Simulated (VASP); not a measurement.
Here is a VASP 6.6.1 calculation.

The input INCAR:

```
  PREC = Accurate
  ENCUT = 520
  EDIFF = 1E-6
  ISMEAR = 0
  SIGMA = 0.05
  LREAL = F
  LASPH = T
  NELM = 60
  ALGO = Normal
  ISIF = 2
  LWAVE = F
  LCHARG = F
  NBANDS = 15
```

The input KPOINTS:

```
regular mesh
0
Gamma
  6 6 6
```

POSCAR

```
BaTe
1.0
    4.0493427000      0.0000000000      0.0000000000
    0.0000000000      4.0493427000      0.0000000000
    0.0000000000      0.0000000000      4.4755893000
Ba Te
1 1
Direct
    0.0000000000      0.0000000000      0.0000000000
    0.5000000000      0.5000000000      0.5000000000
```

Potentials or basis: VASP PAW LDA potentials, release 64 (Ba_sv, Te).

Command:

```console
$ cat potpaw_LDA.64/Ba_sv/POTCAR potpaw_LDA.64/Te/POTCAR > POTCAR
$ mpirun -np 1 vasp_std > vasp.out
```

**Question.** What does it give for the pressure?

**Answer.** -1.2 GPa.

Stress tensor (GPa, compression positive):
```
 1.19  0.00  0.00
 0.00  1.19  0.00
 0.00  0.00 -6.12
```

Caveat: the cell differs from its parent crystal (strain -0.050 along x and y, +0.050 along z).
